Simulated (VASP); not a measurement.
A run of VASP 6.6.1:

File INCAR:

```
PREC = Accurate
ENCUT = 600
EDIFF = 1E-6
ISMEAR = 0
SIGMA = 0.1
LREAL = F
LASPH = T
NELM = 120
ALGO = Normal
ISIF = 2
LWAVE = F
LCHARG = T
GGA = PE
LELF = T
LVHAR = T
NBANDS = 15
GGA_COMPAT = F
```

The input KPOINTS:

```
Automatic mesh
0
Gamma
  6 6 6
```

The input POSCAR:

```
KF
1.0
    0.0000000000      2.6735000600      2.6735000600
    2.6735000600      0.0000000000      2.6735000600
    2.6735000600      2.6735000600      0.0000000000
K F
1 1
Direct
    0.0000000000      0.0000000000      0.0000000000
    0.5000000000      0.5000000000      0.5000000000
```

Potentials or basis: VASP PAW PBE potentials, release 64 (K_sv, F).

Command:

```sh
$ cat potpaw_PBE.64/K_sv/POTCAR potpaw_PBE.64/F/POTCAR > POTCAR
$ mpirun -np 1 vasp_std > vasp.out
```

Hardware: 1 thread of Intel(R) Xeon(R) 6975P-C (Granite Rapids), with other jobs on the host.

Problem. Estimate the wall time of this run.

Solution. It took 6 s on 1 thread of Intel(R) Xeon(R) 6975P-C (Granite Rapids), on a shared host, peak memory 0.17 GiB. Counts: scf iterations 13, k points 16.
